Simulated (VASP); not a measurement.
# BaBe (P-6m2) in VASP: further runs, part 2 of 2

VASP 6.6.1. Earlier steps stand in the parts before.

**4. Single point, PBEsol**

This run uses another cell than the first one, of 18.37 Å³/atom.

Contents of INCAR:

```
  ALGO = Normal
  EDIFF = 1E-6
  ENCUT = 520
  GGA = PS
  ISIF = 2
  ISMEAR = 0
  LASPH = T
  LCHARG = F
  LREAL = F
  LWAVE = F
  NBANDS = 13
  NELM = 100
  PREC = Accurate
  SIGMA = 0.1
```

Contents of KPOINTS:

```
k-points
0
Gamma
  9 9 4
```

Contents of POSCAR:

```
BaBe
1.0
    3.0034009848      0.0000000000      0.0000000000
   -1.5017004924      2.6010215506      0.0000000000
    0.0000000000      0.0000000000      4.7031690675
Ba Be
1 1
Direct
    0.3333333333      0.6666666667      0.0000000000
    0.6666666667      0.3333333333      0.5000000000
```

Potentials or basis: VASP PAW PBE potentials, release 64 (Ba_sv, Be).

Launch:

```bash
> cat potpaw_PBE.64/Ba_sv/POTCAR potpaw_PBE.64/Be/POTCAR > POTCAR
> mpirun -np 1 vasp_std > vasp.out
```

OUTCAR:

```text
EDIFF = 1E-6
   ENCUT = 520
   GGA = PS
   ISIF = 2
   ISMEAR = 0
   LASPH = T
   LREAL = F
   NELM = 100
   PREC = Accurate

 ion  position               nearest neighbor table
   1  0.333  0.667  0.000-   2 2.92   2 2.92   2 2.92   2 2.92   2 2.92   2 2.92
   2  0.667  0.333  0.500-   1 2.92   1 2.92   1 2.92   1 2.92   1 2.92   1 2.92

  LATTYP: Found a hexagonal cell.
 ALAT       =     3.0034009848
 C/A-ratio  =     1.5659477676

  Lattice vectors:

 A1 = (   3.0034009848,   0.0000000000,   0.0000000000)
 A2 = (  -1.5017004924,   2.6010215506,   0.0000000000)
 A3 = (   0.0000000000,   0.0000000000,   4.7031690675)

Analysis of symmetry for initial positions (statically):
=====================================================================
 Subroutine PRICEL returns:
 Original cell was already a primitive cell.

 Routine SETGRP: Setting up the symmetry group for a
 hexagonal supercell.

 Subroutine GETGRP returns: Found 12 space group operations
 (whereof 12 operations were pure point group operations)
 out of a pool of 24 trial point group operations.

[... 175 lines left out ...]
      4      -4.8392      2.00000
      5      -0.6437      2.00000
      6       6.2966      0.00000
      7       8.3989      0.00000
      8       8.6222      0.00000
      9       8.6222      0.00000
     10      14.2572      0.00000
     11      14.2572      0.00000
     12      14.6281      0.00000
     13      14.6281      0.00000
[... 354 lines left out ...]
  band No.  band energies     occupation
      1     -21.8531      2.00000
      2     -10.1185      2.00000
      3     -10.0316      2.00000
      4      -7.1436      2.00000
      5       3.5123      2.00000
      6       3.8153      2.00000
      7       5.5340      0.00036
      8       7.5051      0.00000
      9       8.8236      0.00000
     10      11.4246      0.00000
     11      11.9184      0.00000
     12      13.6428      0.00000
     13      15.9745      0.00000

 [... further k-points ...]

------------------------ aborting loop because EDIFF is reached ----------------------------------------

  FORCE on cell =-STRESS in cart. coord.  units (eV):
  Direction    XX          YY          ZZ          XY          YZ          ZX
  --------------------------------------------------------------------------------------
  -------------------------------------------------------------------------------------
  Total        6.5010587      6.5010587      4.4620856      0.0000000     -0.0000000      0.0000000
  in kB      283.4959179    283.4959179    194.5810834      0.0000000     -0.0000000      0.0000000
  external PRESSURE =     253.8576397 kB  Pullay stress =       0.0000000 kB

 VOLUME and BASIS-vectors are now :
 -----------------------------------------------------------------------------
  energy-cutoff  :      520.00
  volume of cell :       36.74
      direct lattice vectors                 reciprocal lattice vectors
     3.003400985  0.000000000  0.000000000     0.332955874  0.192232164  0.000000000
    -1.501700492  2.601021551  0.000000000     0.000000000  0.384464327  0.000000000
     0.000000000  0.000000000  4.703169068     0.000000000  0.000000000  0.212622592

 POSITION                                       TOTAL-FORCE (eV/Angst)
 -----------------------------------------------------------------------------------
     -0.00000      1.73401      0.00000        -0.000000      0.000000      0.000000
      1.50170      0.86701      2.35158         0.000000     -0.000000      0.000000
 -----------------------------------------------------------------------------------
    total drift:                                0.000000     -0.000000     -0.000000

  FREE ENERGIE OF THE ION-ELECTRON SYSTEM (eV)
  ---------------------------------------------------
  free  energy   TOTEN  =        -2.9174583486 eV

  energy  without entropy=       -2.9099508738  energy(sigma->0) =       -2.91370461
```

It took 5.8 s on 1 thread of Intel Xeon 6975P-C (Granite Rapids), shared host; peak memory 0.16 GiB.

Results:

```
Free energy            : -2.9175 eV
Pressure               : 25.4 GPa
Band gap on the k mesh : zero (bands 6 and 7 overlap by 2.98 eV)
```

Levels at points of the mesh, in eV from the Fermi level:
```tsv
k point	band 4	band 5	band 6	band 7	band 8	band 9
(0.00, 0.00, 0.00)	-10.12	-5.93	1.02	3.12	3.34	3.34
(0.00, 0.00, 0.50)	-10.11	-2.96	-0.91	1.16	3.59	3.59
```

Caveat: the stress differs along the axes, from 19 to 28 GPa; the PAW data sets were made with another functional, which shifts forces and pressure a little; spin-orbit coupling is left out, which moves the levels of the heavy elements.

**5. Single point, PBEsol**

This run uses another cell than the first one, of 34.26 Å³/atom.

Contents of INCAR:

```
ALGO = Normal ; EDIFF = 1E-6
ENCUT = 520 ; GGA = PS
ISIF = 2 ; ISMEAR = -1
LASPH = T ; LCHARG = F
LREAL = F ; LWAVE = F
NBANDS = 13 ; NELM = 100
PREC = Accurate ; SIGMA = 0.15
```

Contents of KPOINTS:

```
k-points
0
Gamma
  12 12 12
```

Contents of POSCAR:

```
BaBe
1.0
    4.4200614744      0.0000000000      0.0000000000
   -2.2100307372      3.8278855231      0.0000000000
    0.0000000000      0.0000000000      4.0492380235
Ba Be
1 1
Direct
    0.3333333333      0.6666666667      0.0000000000
    0.6666666667      0.3333333333      0.5000000000
```

Launch:

```bash
> cat potpaw_PBE.64/Ba_sv/POTCAR potpaw_PBE.64/Be/POTCAR > POTCAR
> mpirun -np 1 vasp_std > vasp.out
```

It took 30 s on 1 thread of Intel Xeon 6975P-C (Granite Rapids), shared host; peak memory 0.28 GiB.

It converged, with:

```yaml
Free_energy: -4.5487 eV
Pressure: 0.2 GPa
Band_gap_on_the_k_mesh: zero (bands 6 and 7 overlap by 0.88 eV)
```

Levels at points of the mesh, in eV from the Fermi level:
| k point | band 4 | band 5 | band 6 | band 7 | band 8 | band 9 |
| --- | --- | --- | --- | --- | --- | --- |
| (0.00, 0.00, 0.00) | -12.98 | -4.30 | 0.61 | 0.90 | 0.90 | 3.03 |
| (0.50, 0.00, 0.00) | -12.91 | -2.59 | -0.99 | 0.83 | 1.44 | 2.16 |
| (0.00, 0.00, 0.50) | -12.92 | -1.96 | -1.65 | 1.53 | 1.53 | 2.70 |
| (0.50, 0.00, 0.50) | -13.01 | -2.66 | -0.47 | 0.36 | 0.51 | 2.62 |

Caveat: the PAW data sets were made with another functional, which shifts forces and pressure a little; spin-orbit coupling is left out, which moves the levels of the heavy elements.

**6. Relaxation of cell and atoms, PBEsol**

Contents of INCAR:

```
ALGO     = Normal         # electronic algorithm
EDIFF    = 1E-6           # SCF threshold, eV
EDIFFG   = -0.001         # ionic threshold
ENCUT    = 600            # plane-wave cutoff, eV
GGA      = PS             # functional
IBRION   = 2              # ionic algorithm
ISIF     = 3              # what is computed and relaxed
ISMEAR   = -1             # smearing method
LASPH    = True           # aspherical terms in the spheres
LCHARG   = False          # write CHGCAR
LREAL    = False          # projectors in reciprocal space
LWAVE    = False          # write WAVECAR
NELM     = 100            # most SCF steps
NSW      = 80             # ionic steps
PREC     = Accurate       # precision mode
SIGMA    = 0.15           # smearing width, eV
```

KPOINTS is that of step 5.

Contents of POSCAR:

```
BaBe
1.0
    4.4328111048      0.0000000000      0.0000000000
   -2.2164055524      3.8389270270      0.0000000000
    0.0000000000      0.0000000000      4.0100718505
Ba Be
1 1
Direct
    0.3333333333      0.6666666667      0.0000000000
    0.6666666667      0.3333333333      0.5000000000
```

Potentials or basis: VASP PAW PBE potentials, release 64 (Ba_sv, Be).

Launch:

```bash
> cat potpaw_PBE.64/Ba_sv/POTCAR potpaw_PBE.64/Be/POTCAR > POTCAR
> mpirun -np 1 vasp_std > vasp.out
```

It took 2.5 min on 1 thread of Intel Xeon 6975P-C (Granite Rapids), shared host; peak memory 0.31 GiB.

The run converged. Its results:

```
Free energy                           : -4.5492 eV
Relaxed volume                        : 34.65 Å³/atom
Relaxed cell                          : a = 4.433 Å, b = 4.433 Å, c = 4.072 Å, α = 90.00°, β = 90.00°, γ = 120.00°
Space group after relaxing (to 0.1 Å) : P-6m2 (No. 187)
Energy gained by relaxing             : 0.8 meV/atom
Ionic steps                           : 14
Pressure after relaxing               : 0.0 GPa
Band gap on the k mesh                : zero (bands 6 and 7 overlap by 0.87 eV)
```

The path:
```csv
step,energy change (eV),largest force (eV/Å),pressure (GPa),volume (Å³)
1,0.0000,0.0000,0.31,68.24
2,-0.0011,0.0000,0.12,68.90
3,-0.0013,0.0000,-0.06,69.54
4,-0.0013,0.0000,-0.02,69.45
5,-0.0013,0.0000,-0.04,69.47
6,-0.0015,0.0000,-0.03,69.45
7,-0.0016,0.0000,-0.01,69.36
8,-0.0016,0.0000,-0.01,69.35
9,-0.0016,0.0000,-0.01,69.35
10,-0.0016,0.0000,0.01,69.30
11,-0.0016,0.0000,0.00,69.32
12,-0.0016,0.0000,-0.02,69.31
13,-0.0016,0.0000,-0.02,69.30
14,-0.0016,0.0000,0.00,69.30
```

Final structure:
```
Ba Be
1.0
     4.43279    0.00000    0.00000
    -2.21640    3.83891    0.00000
     0.00000    0.00000    4.07241
Ba Be
1 1
Direct
  0.33333 0.66667 0.00000
  0.66667 0.33333 0.50000
```

Levels at points of the mesh, in eV from the Fermi level:
| k point | band 3 | band 4 | band 5 | band 6 | band 7 | band 8 | band 9 | band 10 |
| --- | --- | --- | --- | --- | --- | --- | --- | --- |
| (0.00, 0.00, 0.00) | -13.01 | -13.00 | -4.28 | 0.62 | 0.91 | 0.91 | 2.99 | 4.82 |
| (0.50, 0.00, 0.00) | -13.12 | -12.95 | -2.59 | -0.99 | 0.83 | 1.42 | 2.14 | 4.51 |
| (0.00, 0.00, 0.50) | -12.95 | -12.95 | -1.99 | -1.65 | 1.54 | 1.54 | 2.68 | 2.68 |
| (0.50, 0.00, 0.50) | -13.36 | -13.04 | -2.64 | -0.47 | 0.38 | 0.49 | 2.58 | 5.50 |

Caveat: the PAW data sets were made with another functional, which shifts forces and pressure a little; spin-orbit coupling is left out, which moves the levels of the heavy elements.

**7. Overview**

| task | cell | k mesh | cutoff (eV) | smearing | gap on the mesh (eV) | pressure (GPa) | relaxed volume (Å³/atom) |
| --- | --- | --- | --- | --- | --- | --- | --- |
| single point | a = 4.433, b = 4.433, c = 4.010 Å, angles 90.0, 90.0, 120.0°, 2 atoms | 12 × 12 × 12 | 520 | gaussian 0.1 eV | none | 0.2 | - |
| relaxation of cell and atoms | relaxed from a = 4.461, b = 4.461, c = 3.913 Å, angles 90.0, 90.0, 120.0°, 2 atoms | 12 × 12 × 12 | 600 | gaussian 0.1 eV | none | 0.0 | 34.50 |
| single point | a = 3.003, b = 3.003, c = 4.703 Å, angles 90.0, 90.0, 120.0°, 2 atoms | 9 × 9 × 4 | 520 | gaussian 0.1 eV | none | 25.4 | - |
| single point | a = 4.420, b = 4.420, c = 4.049 Å, angles 90.0, 90.0, 120.0°, 2 atoms | 12 × 12 × 12 | 520 | fermi-dirac 0.15 eV | none | 0.2 | - |
| relaxation of cell and atoms | relaxed from a = 4.433, b = 4.433, c = 4.010 Å, angles 90.0, 90.0, 120.0°, 2 atoms | 12 × 12 × 12 | 600 | fermi-dirac 0.15 eV | none | 0.0 | 34.65 |

Alike in all rows: level PBEsol; potentials or basis VASP PAW PBE potentials, release 64 (Ba_sv, Be); no spin polarisation.

Caveats: the PAW data sets were made with another functional, which shifts forces and pressure a little; spin-orbit coupling is left out, which moves the levels of the heavy elements; the stress differs along the axes, from 19 to 28 GPa (at least some runs).

Absolute energies hang on the potentials; compare differences alone.
